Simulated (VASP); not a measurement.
Zn3SeS2: single point with PBE

The system is Zn3SeS2.

```
Zn Se S
1.0
     3.91210    0.00000    0.00000
    -1.95605    3.38798    0.00000
     0.00000    0.00000   19.26752
Zn Se S
6 2 4
Direct
  0.33333 0.66667 0.00689
  0.33333 0.66667 0.33019
  0.33333 0.66667 0.66844
  0.66667 0.33333 0.16844
  0.66667 0.33333 0.50689
  0.66667 0.33333 0.83019
  0.33333 0.66667 0.45912
  0.66667 0.33333 0.95912
  0.33333 0.66667 0.12914
  0.33333 0.66667 0.79123
  0.66667 0.33333 0.29123
  0.66667 0.33333 0.62914
```

| Quantity | Value |
| --- | --- |
| Program | VASP 6.6.1 |
| Task | single point |
| Functional | PBE |
| Potentials or basis | VASP PAW PBE potentials, release 64 (Zn, Se, S) |
| Cutoff | 520 eV |
| k mesh | 12 × 12 × 2 |
| Occupations | gaussian, width 0.02 eV |
| Spin | no spin polarisation |

```yaml
Pressure: 0.2 GPa
Largest_force: 0.006 eV/Å
Band_gap_on_the_k_mesh: 1.48 eV
```

Forces on the atoms (eV/Å):
```
Zn   0.000  0.000  0.004
Zn   0.000  0.000 -0.006
Zn   0.000  0.000 -0.002
Zn   0.000  0.000 -0.002
Zn   0.000  0.000  0.004
Zn   0.000  0.000 -0.006
Se   0.000  0.000 -0.002
Se   0.000  0.000 -0.002
S    0.000  0.000  0.004
S    0.000  0.000  0.003
S    0.000  0.000  0.003
S    0.000  0.000  0.004
```

Levels at points of the mesh, in eV from the valence-band top:
```csv
k point,band 52,band 53,band 54,band 55,band 56,band 57
"(0.00, 0.00, 0.00)",-0.05,0.00,0.00,1.48,2.42,2.58
"(0.50, 0.00, 0.00)",-1.42,-1.13,-0.97,2.85,2.85,3.26
"(0.00, 0.00, 0.50)",-0.03,-0.03,-0.03,2.02,2.02,2.54
"(0.50, 0.00, 0.50)",-1.64,-1.04,-1.04,3.05,3.05,3.18
```

Wall time 13 min on 1 thread of Oxide Virtual Turin-like Processor (shared host), peak memory 0.63 GiB.

A k mesh can miss the band edges.
